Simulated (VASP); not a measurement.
# Y (Fmmm) in VASP: single point with PBEsol

Aim: the single point of Y with PBEsol.

Everything below comes from runs of VASP 6.6.1. Logs are shortened: lines on timing, memory, paths and dates and some standing lists are left out, and cuts for length are marked.

### 1 The cell of the first run

The structure is orthorhombic, space group Fmmm (No. 69). The conventional cell has a = 4.908 Å, b = 4.970 Å, c = 5.032 Å, α = 90.00°, β = 90.00°, γ = 90.00°. Y (site symmetry mmm) has 12 Y at 3.49 to 3.54 Å within 4.6 Å.

### 2 Single point, PBEsol (strain +0.0125 x Voigt [1, -1, 0, 0, 0, 0])

Contents of INCAR:

```
SYSTEM = Y
ALGO = Fast
EDIFF = 1E-6
ENCUT = 520
GGA = PS
ISIF = 2
ISMEAR = 0
LASPH = .True.
LCHARG = .False.
LREAL = .False.
LWAVE = .False.
NBANDS = 12
NELM = 60
PREC = Accurate
SIGMA = 0.15
```

Contents of KPOINTS:

```
k-points
0
Gamma
  16 16 16
  0 0 0
```

Contents of POSCAR:

```
Y
1.0
    0.0000000000      2.4539375000      2.4850000000
    2.5160625000      0.0000000000      2.4850000000
    2.5160625000      2.4539375000      0.0000000000
Y
1
Direct
    0.0000000000      0.0000000000      0.0000000000
```

Potentials or basis: VASP PAW PBE potentials, release 64 (Y_sv).

Run with:

```bash
$ cat potpaw_PBE.64/Y_sv/POTCAR > POTCAR
$ mpirun -np 1 vasp_std > vasp.out
```

OUTCAR:

```text
SYSTEM = Y
   EDIFF = 1E-6
   ENCUT = 520
   GGA = PS
   ISIF = 2
   ISMEAR = 0
   LASPH = .True.
   LREAL = .False.
   NELM = 60
   PREC = Accurate

 ion  position               nearest neighbor table
   1  0.000  0.000  0.000-

  LATTYP: Found a face centered orthorhombic cell.
 ALAT       =     4.9078750000
 B/A-ratio  =     1.0126582278
 C/A-ratio  =     1.0253164557

  Lattice vectors:

 A1 = (  -2.5160625000,   0.0000000000,  -2.4850000000)
 A2 = (  -2.5160625000,   2.4539375000,   0.0000000000)
 A3 = (   0.0000000000,   2.4539375000,  -2.4850000000)

Analysis of symmetry for initial positions (statically):
=====================================================================
 Subroutine PRICEL returns:
 Original cell was already a primitive cell.

 Routine SETGRP: Setting up the symmetry group for a
 face centered orthorhombic supercell.

 Subroutine GETGRP returns: Found  8 space group operations
 (whereof  8 operations were pure point group operations)
 out of a pool of  8 trial point group operations.

The static configuration has the point symmetry D_2h.

Analysis of symmetry for dynamics (positions and initial velocities):
=====================================================================
 Subroutine PRICEL returns:
 Original cell was already a primitive cell.

 Routine SETGRP: Setting up the symmetry group for a
 face centered orthorhombic supercell.

 Subroutine GETGRP returns: Found  8 space group operations
 (whereof  8 operations were pure point group operations)
 out of a pool of  8 trial point group operations.

The dynamic configuration has the point symmetry D_2h.

 Subroutine INISYM returns: Found  8 space group operations
 (whereof  8 operations are pure point group operations),
 and found     1 'primitive' translations

----------------------------------------------------------------------------------------

                                     Primitive cell

  volume of cell :      30.6861

  direct lattice vectors                    reciprocal lattice vectors
     0.000000000  2.453937500  2.485000000    -0.198723203  0.203754171  0.201207243
     2.516062500  0.000000000  2.485000000     0.198723203 -0.203754171  0.201207243
     2.516062500  2.453937500  0.000000000     0.198723203  0.203754171 -0.201207243

  length of vectors
     3.492425268  3.536353419  3.514595248     0.348555632  0.348555632  0.348555632

  position of ions in fractional coordinates (direct lattice)
     0.000000000  0.000000000  0.000000000

  ion indices of the primitive-cell ions
   primitive index   ion index
                 1           1

----------------------------------------------------------------------------------------

 KPOINTS: k-points

Automatic generation of k-mesh.
 Grid dimensions read from file:
 generate k-points for:   16   16   16

 Generating k-lattice:

  Cartesian coordinates                     Fractional coordinates (reciprocal lattice)
    -0.012420200  0.012734636  0.012575453     0.062500000  0.000000000  0.000000000
     0.012420200 -0.012734636  0.012575453     0.000000000  0.062500000  0.000000000
     0.012420200  0.012734636 -0.012575453     0.000000000  0.000000000  0.062500000

  Length of vectors
     0.021784727  0.021784727  0.021784727

  Shift w.r.t. Gamma in fractional coordinates (k-lattice)
     0.000000000  0.000000000  0.000000000

 Subroutine IBZKPT returns following result:
 ===========================================

 Found    621 irreducible k-points:

 Following reciprocal coordinates:
            Coordinates               Weight
  0.000000  0.000000  0.000000      1.000000
  0.062500  0.000000  0.000000      8.000000
  0.125000  0.000000  0.000000      8.000000
  0.187500  0.000000  0.000000      8.000000
  0.250000  0.000000  0.000000      8.000000
  0.312500  0.000000  0.000000      8.000000
[... 16 lines left out ...]
 -0.125000  0.062500 -0.000000      8.000000
 -0.062500  0.062500  0.000000      4.000000
 [... further k-points ...]
   k-points           NKPTS =    621   k-points in BZ     NKDIM =    621   number of bands    NBANDS=     12
   number of dos      NEDOS =    301   number of ions     NIONS =      1
   total plane-waves  NPLWV =  21952
   dimension x,y,z NGX =    28 NGY =   28 NGZ =   28
   dimension x,y,z NGXF=    56 NGYF=   56 NGZF=   56
   ions per type =               1
   NGX,Y,Z   is equivalent  to a cutoff of  13.33, 13.16, 13.24 a.u.
   NGXF,Y,Z  is equivalent  to a cutoff of  26.66, 26.33, 26.49 a.u.
 SYSTEM =  Y
   PREC   = accura    normal or accurate (medium, high low for compatibility)
   ISTART =      0    job   : 0-new  1-cont  2-samecut
   ICHARG =      2    charge: 1-file 2-atom 10-const
   ISPIN  =      1    spin polarized calculation?
   LNONCOLLINEAR =      F non collinear calculations
   LSORBIT =      F    spin-orbit coupling
   LASPH  =      T    aspherical Exc in radial PAW
   ENCUT  =  520.0 eV  38.22 Ry    6.18 a.u.   6.49  6.58  6.53*2*pi/ulx,y,z
   NELM   =     60;   NELMIN=  2; NELMDL= -5     # of ELM steps
   EDIFF  = 0.1E-05   stopping-criterion for ELM
   LREAL  =      F    real-space projection
   EDIFFG = 0.1E-04   stopping-criterion for IOM
   NSW    =      0    number of steps for IOM
   IBRION =     -1    ionic relax: 0-MD 1-quasi-New 2-CG
   NFREE  =      0    steps in history (QN), initial steepest desc. (CG)
   ISIF   =      2    stress and relaxation
   ISYM   =      2    0-nonsym 1-usesym 2-fastsym
   POTIM  = 0.5000    time-step for ionic-motion
   TEBEG  =    0.0;   TEEND  =   0.0 temperature during run
   PSTRESS=    0.0 pullay stress
   NELECT =      11.0000    total number of electrons
   NUPDOWN=      -1.0000    fix difference up-down
   EMIN   =  10.00;   EMAX   =-10.00  energy-range for DOS
   EFERMI =   0.00;   METHOD = LEGACY
   ISMEAR =     0;   SIGMA  =   0.15  broadening in eV -4-tet -1-fermi 0-gaus
   EFERMI_NEDOS =   21; number of points for ismear=-14 and -15
   IALGO  =     68    algorithm
   IMIX   =      4    mixing-type and parameters
     AMIX     =   0.40;   BMIX     =  1.00
     AMIX_MAG =   1.60;   BMIX_MAG =  1.00
  volume/ion in A,a.u.               =      30.69       207.08
  Fermi-wavevector in a.u.,A,eV,Ry     =   1.162944  2.197645 18.401031  1.352438
  Thomas-Fermi vector in A             =   2.299499
   LORBIT       =      0    0 simple, 1 ext, 2 COOP (PROOUT), +10 PAW based schemes
   GGA     = PS    functional components
   LHFCALC =     F    Hartree Fock is set to
   AEXX    =    0.0000 exact exchange contribution
   IVDW    =     0    specifies the selected vdW correction
   LEPSILON=     F    determine dielectric tensor
   LRPA    =     F    only Hartree local field effects (RPA)
 non-spin polarized calculation
 RMM-DIIS sequential band-by-band and
 Gauss-broadening in eV      SIGMA  =   0.15
  energy-cutoff  :      520.00
  volume of cell :       30.69
 maximum number of plane-waves:       861
 NGX is ok and might be reduce to    28
   NGX = 13   NGY = 13   NGZ = 13

 number of electron      11.0000000 magnetization

 Free energy of the ion-electron system (eV)
  ---------------------------------------------------
  ext. energy  EPLUGINS =         0.00000000
  ---------------------------------------------------
  free energy    TOTEN  =        -6.80935268 eV

  energy without entropy =       -6.79352750  energy(sigma->0) =       -6.80144009

 E-fermi :   3.2703     XC(G=0):  -9.8002

 val. band max:        3.2670722919   @ k =  -0.2500   0.1875   0.1875
 cond. band min:       3.2724631316   @ k =  -0.4375   0.0000   0.1875
 fundamental gap:      0.0053908397
 Fermi energy:         3.2703124209

 k-point     1 :       0.0000    0.0000    0.0000
  band No.  band energies     occupation
      1     -39.1783      2.00000
      2     -18.8468      2.00000
      3     -18.8455      2.00000
      4     -18.8447      2.00000
      5      -1.5893      2.00000
      6       5.0030      0.00000
      7       5.1119      0.00000
      8       5.2166      0.00000
      9       7.1291      0.00000
     10       7.4019      0.00000
     11      12.4274      0.00000
     12      15.6018      0.00000

 k-point     2 :       0.0625    0.0000    0.0000
  band No.  band energies     occupation
      1     -39.1751      2.00000
      2     -18.8739      2.00000
      3     -18.8502      2.00000
      4     -18.8481      2.00000
      5      -1.4843      2.00000
      6       4.9553      0.00000
      7       5.1191      0.00000
      8       5.2368      0.00000
      9       7.0756      0.00000
     10       7.3378      0.00000
     11      12.6718      0.00000
     12      15.3282      0.00000

 k-point     3 :       0.1250    0.0000    0.0000
  band No.  band energies     occupation
      1     -39.1659      2.00000
      2     -18.9536      2.00000
      3     -18.8612      2.00000
      4     -18.8569      2.00000
      5      -1.1807      2.00000
      6       4.6816      0.00000
      7       5.2209      0.00000
      8       5.3537      0.00000
      9       6.9690      0.00000
     10       7.1970      0.00000
     11      13.2786      0.00000
     12      14.5338      0.00000
[... 286 lines left out ...]
 k-point    23 :      -0.1250    0.0625   -0.0000
  band No.  band energies     occupation
      1     -39.1592      2.00000
      2     -19.0005      2.00000
      3     -18.8850      2.00000
      4     -18.8583      2.00000
      5      -0.9532      2.00000
      6       4.4823      0.00000
      7       5.3207      0.00000
      8       5.4146      0.00000
      9       6.7474      0.00000
     10       7.2949      0.00000
     11      13.6753      0.00000
     12      14.3567      0.00000

 k-point    24 :      -0.0625    0.0625    0.0000
  band No.  band energies     occupation
      1     -39.1699      2.00000
      2     -18.9135      2.00000
      3     -18.8650      2.00000
      4     -18.8503      2.00000
      5      -1.3130      2.00000
      6       4.7855      0.00000
      7       5.2442      0.00000
      8       5.2563      0.00000
      9       6.9415      0.00000
     10       7.3069      0.00000
     11      13.0516      0.00000
     12      14.9458      0.00000

 [... further k-points ...]

------------------------ aborting loop because EDIFF is reached ----------------------------------------

  FORCE on cell =-STRESS in cart. coord.  units (eV):
  Direction    XX          YY          ZZ          XY          YZ          ZX
  --------------------------------------------------------------------------------------
  -------------------------------------------------------------------------------------
  Total       -0.0623700      0.0830831      0.0146699      0.0000000      0.0000000      0.0000000
  in kB       -3.2564552      4.3379231      0.7659432      0.0000000      0.0000000      0.0000000
  external PRESSURE =       0.6158037 kB  Pullay stress =       0.0000000 kB

 VOLUME and BASIS-vectors are now :
 -----------------------------------------------------------------------------
  energy-cutoff  :      520.00
  volume of cell :       30.69
      direct lattice vectors                 reciprocal lattice vectors
     0.000000000  2.453937500  2.485000000    -0.198723203  0.203754171  0.201207243
     2.516062500  0.000000000  2.485000000     0.198723203 -0.203754171  0.201207243
     2.516062500  2.453937500  0.000000000     0.198723203  0.203754171 -0.201207243

 POSITION                                       TOTAL-FORCE (eV/Angst)
 -----------------------------------------------------------------------------------
      0.00000      0.00000      0.00000        -0.000000     -0.000000      0.000000
 -----------------------------------------------------------------------------------
    total drift:                               -0.000000     -0.000000     -0.000000

  FREE ENERGIE OF THE ION-ELECTRON SYSTEM (eV)
  ---------------------------------------------------
  free  energy   TOTEN  =        -6.8093526776 eV

  energy  without entropy=       -6.7935275037  energy(sigma->0) =       -6.80144009
```

Wall time 7.9 min (1 thread of AMD EPYC 7R43 (Zen 3), shared host); peak memory 0.34 GiB.

What came out:

```yaml
Free_energy: -6.8094 eV
Pressure: 0.1 GPa
Band_gap_on_the_k_mesh: zero (an odd number of electrons rules out a gap without spin polarisation)
```

Stress tensor (GPa, compression positive):
```
-0.33  0.00  0.00
 0.00  0.43  0.00
 0.00  0.00  0.08
```

Caveat: the cell differs from its parent crystal (strain +0.0125 x Voigt [1, -1, 0, 0, 0, 0]); the PAW data sets were made with another functional, which shifts forces and pressure a little.
